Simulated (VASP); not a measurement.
**Rh: single point with PBEsol+D3(BJ)**

Crystal: Rh.

```
Rh
1.0
     2.63766    0.00000    0.00000
    -1.31883    2.28428    0.00000
     0.00000    0.00000    8.62166
Rh
4
Direct
  0.00000 0.00000 0.00000
  0.33333 0.66667 0.25000
  0.00000 0.00000 0.50000
  0.66667 0.33333 0.75000
```

This isn't the form of Rh at room conditions, which is fcc.

```yaml
Program: VASP 6.6.1
Task: single point
Functional: PBEsol
Dispersion: D3(BJ)
Potentials_or_basis: VASP PAW PBE potentials, release 64 (Rh_pv)
Cutoff: 520 eV
k_mesh: 10 × 10 × 3
Occupations: fermi-dirac, width 0.15 eV
Spin: no spin polarisation
```

```json
{
  "Pressure": "5.9 GPa",
  "Band gap on the k mesh": "zero (bands 30 and 31 overlap by 2.05 eV)",
  "Dispersion energy per atom": "-0.644 eV"
}
```

Levels at points of the mesh, in eV from the Fermi level:
```tsv
k point	band 27	band 28	band 29	band 30	band 31	band 32
(0.00, 0.00, 0.00)	-2.90	-1.58	-1.58	-0.93	-0.93	-0.37
(0.50, 0.00, 0.00)	0.63	0.67	0.75	0.93	0.93	0.97
```

It took 22 s on 1 thread of Intel(R) Xeon(R) 6975P-C (Granite Rapids), on a shared host, peak memory 0.19 GiB.

Caveat: the cell stands under pressure; the PAW data sets were made with another functional, which shifts forces and pressure a little.
